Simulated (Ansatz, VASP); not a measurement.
## Two plane-wave programs on SnSe2

```
Sn Se
1.0
     3.81100    0.00000    0.00000
    -1.90550    3.30042    0.00000
     0.00000    0.00000    6.13600
Sn Se
1 2
Cartesian
  0.0000 0.0000 0.0000
  1.9055 1.1001 4.6081
  0.0000 2.2003 1.5279
```

Alike in both runs: task relaxation of cell and atoms; functional r2SCAN; dispersion D3(BJ); k mesh 8 × 8 × 5; occupations fermi-dirac, width 0.05 eV; no spin polarisation.

|  | VASP | Ansatz |
| --- | --- | --- |
| version | VASP 6.6.1 | Ansatz 0.2.0 |
| potentials or method | VASP PAW PBE potentials, release 64 (Sn_d, Se) | Ansatz PAW |
| plane-wave cutoff (eV) | 600 | 500 |
| valence electrons in the cell | 26 | 46 |

VASP gave:

| Property | Result |
| --- | --- |
| gap on the k mesh at the Fermi level, each at its own relaxed structure (eV) | 1.01 |
| relaxed volume (Å³/atom) | 26.37 |
| relaxed cell length with the largest relative difference (Å) | 6.238 |

Task: What did Ansatz give for the same quantities?

Result: gap on the k mesh at the Fermi level, each at its own relaxed structure (eV): 1.01; relaxed volume (Å³/atom): 26.29; relaxed cell length with the largest relative difference (Å): 6.223.

VASP's potentials were made for PBE, not for r2SCAN. VASP's potentials hold 26 valence electrons a cell and Ansatz's 46, so a difference there can come from the potentials and not from the codes.

Noted on Ansatz's run: odd divisions of the mesh miss points on the zone boundary, where band edges often lie, so the gap on the mesh can be too wide; the plane-wave basis is chosen anew once the cell has moved, so the energies of steps on either side of that aren't comparable.
